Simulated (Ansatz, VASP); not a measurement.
**Two plane-wave programs on PbS**

File INCAR:

```
SYSTEM = PbS
PREC = Accurate ; ENCUT = 500
EDIFF = 1E-6 ; ISMEAR = 0
SIGMA = 0.01 ; LREAL = .FALSE.
LASPH = .TRUE. ; NELM = 120
ALGO = Normal ; ISIF = 2
LWAVE = .FALSE. ; LCHARG = .FALSE.
GGA = CA ; NBANDS = 17
GGA_COMPAT = .FALSE.
```

KPOINTS

```
Automatic mesh
0
G
  10 10 10
  0 0 0
```

File POSCAR:

```
PbS
1.0
    0.0000000000      2.9232642313      2.9232642313
    2.9232642313      0.0000000000      2.9232642313
    2.9232642313      2.9232642313      0.0000000000
Pb S
1 1
Direct
    0.5000000000      0.5000000000      0.5000000000
    0.0000000000      0.0000000000      0.0000000000
```

Input for Ansatz:

```yaml
crystal:
  lattice:
    - [0.0, 2.9232642313, 2.9232642313]
    - [2.9232642313, 0.0, 2.9232642313]
    - [2.9232642313, 2.9232642313, 0.0]
  atoms:
    - { symbol: Pb, position: [0.5, 0.5, 0.5] }
    - { symbol: S, position: [0.0, 0.0, 0.0] }
basis:
  ecutwfc: 420
kpoints:
  mp_grid: { grid: [10, 10, 10] }
  band_path:
    path:
      - [[0.0, 0.0, 0.0], [0.5, 0.0, 0.5], [0.625, 0.25, 0.625]]
      - [[0.375, 0.375, 0.75], [0.0, 0.0, 0.0], [0.5, 0.5, 0.5], [0.5, 0.25, 0.75], [0.5, 0.0, 0.5]]
    npoints: 10
hamiltonian:
  xc: lda
  pseudopotentials: { kind: paw, azcp: { folder: soft_1 } }
scf:
  occupations: { method: gaussian, width: 0.01 }
  n_extra_bands: 7
output:
  forces: true
  stress: true
  eigenvalues: true
```

Alike in both runs: task single point; functional LDA; k mesh 10 × 10 × 10; occupations gaussian, width 0.01 eV; no spin polarisation.

|  | VASP | Ansatz |
| --- | --- | --- |
| version | VASP 6.6.1 | Ansatz 0.2.0 |
| potentials or method | VASP PAW LDA potentials, release 64 (Pb_d, S), cutoff 500 eV | scalar-relativistic, plane waves, PAW |
| valence electrons in the cell | 20 | 20 |

```csv
,VASP,Ansatz,Ansatz less VASP
gap on the k mesh at the Fermi level (eV),0.04,0.07,+0.033
least direct gap on the mesh (eV),0.04,0.07,+0.033
pressure (GPa),0.0,0.0,-0.06
```

Ansatz warns that its potentials were made for another functional, while VASP's fit it. LDA's correlation is that of Perdew and Zunger in VASP and of Perdew and Wang (1992) in Ansatz.

Spin-orbit coupling is off throughout.
